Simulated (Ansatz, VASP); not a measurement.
AlN in VASP and in Ansatz

Contents of INCAR:

```
SYSTEM = AlN
PREC = Accurate ; ENCUT = 520
EDIFF = 1E-8 ; ISMEAR = -1
SIGMA = 0.02 ; LREAL = .FALSE.
LASPH = .TRUE. ; NELM = 120
ALGO = Normal ; ISIF = 2
LWAVE = .FALSE. ; LCHARG = .FALSE.
GGA = PE ; LEFG = .TRUE.
NBANDS = 11 ; GGA_COMPAT = .FALSE.
```

Contents of KPOINTS:

```
Automatic mesh
0
G
  10 10 10
  0 0 0
```

POSCAR

```
AlN
1.0
    0.0000000000      1.9780000000      2.0373400000
    1.9780000000      0.0000000000      2.0373400000
    1.9780000000      1.9780000000      0.0000000000
Al N
1 1
Direct
    0.0000000000      0.0000000000      0.0000000000
    0.5000000000      0.5000000000      0.5000000000
```

Input for Ansatz:

```yaml
crystal:
  lattice:
    - [0.0, 1.978, 2.03734]
    - [1.978, 0.0, 2.03734]
    - [1.978, 1.978, 0.0]
  atoms:
    - { symbol: Al, position: [0.0, 0.0, 0.0] }
    - { symbol: "N", position: [0.5, 0.5, 0.5] }
kpoints:
  mp_grid: { grid: [10, 10, 10] }
scf:
  occupations: { method: fermi_dirac, width: 0.02 }
hamiltonian:
  xc: pbe
  pseudopotentials: { kind: all_electron, datasets: crystal }
output:
  forces: true
  stress: true
  eigenvalues: true
  efg: { contact_densities: true }
```

Change from the starting cell: zz strain of +3 %, crystal datasets.

Alike in both runs: task electric field gradients; functional PBE; k mesh 10 × 10 × 10; occupations fermi-dirac, width 0.02 eV; no spin polarisation.

|  | VASP | Ansatz |
| --- | --- | --- |
| version | VASP 6.6.1 | Ansatz 0.2.0 |
| potentials or method | VASP PAW PBE potentials, release 64 (Al, N), cutoff 520 eV | all-electron PAW with datasets made for the crystal, scalar-relativistic |

|  | VASP | Ansatz | Ansatz less VASP |
| --- | --- | --- | --- |
| gap on the k mesh at the Fermi level (eV) | 4.74 | 4.75 | +0.015 |
| pressure (GPa) | 15.9 | 16.2 | +0.31 |
| traceless stress, the component that is largest in VASP (GPa) | -6.74 | -6.76 | -0.022 |
| size of Vzz on the site where it differs most (V/Å²) | 3.9 | 3.5 | -0.36 |

Ansatz ran all-electron here, and VASP with PAW potentials.
